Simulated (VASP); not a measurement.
Runs of VASP 6.6.1 on InP. The structure is that of space group F-43m (No. 216), or close to it. The cells are those of the table. 

```tsv
task	level	cell	k mesh	cutoff (eV)	smearing	dipole correction	grid for exact exchange (PRECFOCK)	share of exact exchange	tolerance level	purpose	gap on the mesh (eV)	pressure (GPa)
single point	r2SCANh	a = 4.144 Å, angles 60.0°, 2 atoms	4 × 4 × 4	520	fermi-dirac 0.05 eV	no	Normal	0.1	-	-	(b)	1.1
single point	r2SCANh	a = 4.117 Å, angles 60.0°, 2 atoms	4 × 4 × 4	520	fermi-dirac 0.05 eV	no	Normal	0.1	-	-	1.82	2.8
single point	r2SCANh	a = 4.172 Å, angles 60.0°, 2 atoms	4 × 4 × 4	520	fermi-dirac 0.05 eV	no	Normal	0.1	-	-	1.57	-0.3
single point	r2SCANh	a = 4.060 Å, angles 60.0°, 2 atoms	4 × 4 × 4	520	fermi-dirac 0.05 eV	no	Normal	0.1	-	-	(a)	6.6
band structure	TB-mBJ	a = 4.144 Å, angles 60.0°, 2 atoms	10 × 10 × 10	510	gaussian 0.03 eV	-	-	-	standard	bands	1.66	-
```

Alike in all rows: potentials or basis VASP PAW PBE potentials, release 64 (In_d, P); no spin polarisation.

Question: Fill in the values left out.

Answer: (a) 2.07; (b) 1.69.

Caveats: some runs use coarse meshes; spin-orbit coupling is left out, which moves the levels of the heavy elements; the PAW data sets were made with another functional, which shifts forces and pressure a little (at least some runs).

A k mesh can miss the band edges, and the runs leave out spin-orbit coupling on In.
